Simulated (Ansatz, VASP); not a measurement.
# One calculation of Cu, two programs

INCAR

```
  ALGO = Fast
  EDIFF = 1E-6
  ENCUT = 520
  GGA = PS
  ISIF = 2
  ISMEAR = 0
  LASPH = True
  LCHARG = False
  LREAL = False
  LWAVE = False
  NBANDS = 12
  NELM = 60
  PREC = Accurate
  SIGMA = 0.1
```

The input KPOINTS:

```
k-points
0
Gamma
  18 18 18
```

POSCAR

```
Cu
1.0
    0.0000000000      1.7253852750      1.7253852750
    1.7253852750      0.0000000000      1.7253852750
    1.9422852750      1.9422852750     -0.2169000000
Cu
1
Direct
    0.0000000000      0.0000000000      0.0000000000
```

Input for Ansatz:

```yaml
crystal:
  lattice:
    - [0.0, 1.725385275, 1.725385275]
    - [1.725385275, 0.0, 1.725385275]
    - [1.942285275, 1.942285275, -0.2169]
  atoms:
    - { symbol: Cu, position: [0.0, 0.0, 0.0] }
basis:
  ecutwfc: 420
kpoints:
  mp_grid: { grid: [18, 18, 18] }
hamiltonian:
  xc: pbesol
scf:
  occupations: { method: gaussian, width: 0.1 }
output:
  forces: true
  stress: true
  eigenvalues: true
```

Alike in both runs: task single point; functional PBEsol; k mesh 18 × 18 × 18; occupations gaussian, width 0.1 eV; no spin polarisation.

|  | VASP | Ansatz |
| --- | --- | --- |
| version | VASP 6.6.1 | Ansatz 0.2.0 |
| potentials or method | VASP PAW PBE potentials, release 64 (Cu), cutoff 520 eV | scalar-relativistic, plane waves, PAW |
| valence electrons in the cell | 11 | 19 |

VASP gave:

* gap on the k mesh at the Fermi level (eV): none
* pressure (GPa): -4.1
* traceless stress, the component that is largest in VASP (GPa): -8.32

**Question.** What did Ansatz give for the same quantities?

**Answer.** gap on the k mesh at the Fermi level (eV): none; pressure (GPa): -5.6; traceless stress, the component that is largest in VASP (GPa): -8.29.

VASP's potentials were made for PBE, not for PBEsol. A gap of «none» marks a metal or a gap that the smearing closes. VASP's potentials hold 11 valence electrons a cell and Ansatz's 19, so a difference there can come from the potentials and not from the codes.
